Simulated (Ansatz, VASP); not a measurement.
**One calculation of Hf, two programs**

File INCAR:

```
SYSTEM = Hf
PREC     = Accurate       ! precision mode
ENCUT    = 520            ! plane-wave cutoff, eV
EDIFF    = 1E-6           ! SCF threshold, eV
ISMEAR   = 0              ! smearing method
SIGMA    = 0.15           ! smearing width, eV
LREAL    = .FALSE.        ! projectors in reciprocal space
LASPH    = .TRUE.         ! aspherical terms in the spheres
NELM     = 100            ! most SCF steps
ALGO     = Fast           ! electronic algorithm
ISIF     = 2              ! what is computed and relaxed
LWAVE    = .FALSE.        ! write WAVECAR
LCHARG   = .FALSE.        ! write CHGCAR
GGA      = CA             ! functional
NBANDS   = 11             ! bands
```

File KPOINTS:

```
Automatic mesh
0
G
  18 18 18
  0 0 0
```

File POSCAR:

```
Hf
1.0
    0.0000000000      2.4306381945      1.8529528837
    2.2562426290      0.0000000000      1.8529528837
    2.2562426290      2.4306381945      0.0000000000
Hf
1
Direct
    0.0000000000      0.0000000000      0.0000000000
```

Input for Ansatz:

```yaml
crystal:
  lattice:
    - [0.0, 2.4306381945, 1.8529528837]
    - [2.256242629, 0.0, 1.8529528837]
    - [2.256242629, 2.4306381945, 0.0]
  atoms:
    - { symbol: Hf, position: [0.0, 0.0, 0.0] }
basis:
  ecutwfc: 420
kpoints:
  mp_grid: { grid: [18, 18, 18] }
hamiltonian:
  xc: lda
scf:
  occupations: { method: gaussian, width: 0.15 }
output:
  forces: true
  stress: true
  eigenvalues: true
```

Change from the starting cell: strain +e along x and -e along y -0.0400, strain +e along z and -e/2 along x and y -0.1500.

Alike in both runs: task single point; functional LDA; k mesh 18 × 18 × 18; occupations gaussian, width 0.15 eV; no spin polarisation.

|  | VASP | Ansatz |
| --- | --- | --- |
| version | VASP 6.6.1 | Ansatz 0.2.0 |
| potentials or method | VASP PAW LDA potentials, release 64 (Hf_pv), cutoff 520 eV | scalar-relativistic, plane waves, PAW |
| valence electrons in the cell | 10 | 26 |

Ansatz gave:

```
gap on the k mesh at the Fermi level (eV)                     : none
pressure (GPa)                                                : 1.1
traceless stress, the component that is largest in VASP (GPa) : -3.39
```

Problem. Estimate VASP's values.

Solution. gap on the k mesh at the Fermi level (eV): none; pressure (GPa): 1.2; traceless stress, the component that is largest in VASP (GPa): -3.37.

LDA's correlation is that of Perdew and Zunger in VASP and of Perdew and Wang (1992) in Ansatz. A gap of «none» marks a metal or a gap that the smearing closes. VASP's potentials hold 10 valence electrons a cell and Ansatz's 26, so a difference there can come from the potentials and not from the codes.

Neither program's run includes spin-orbit coupling.
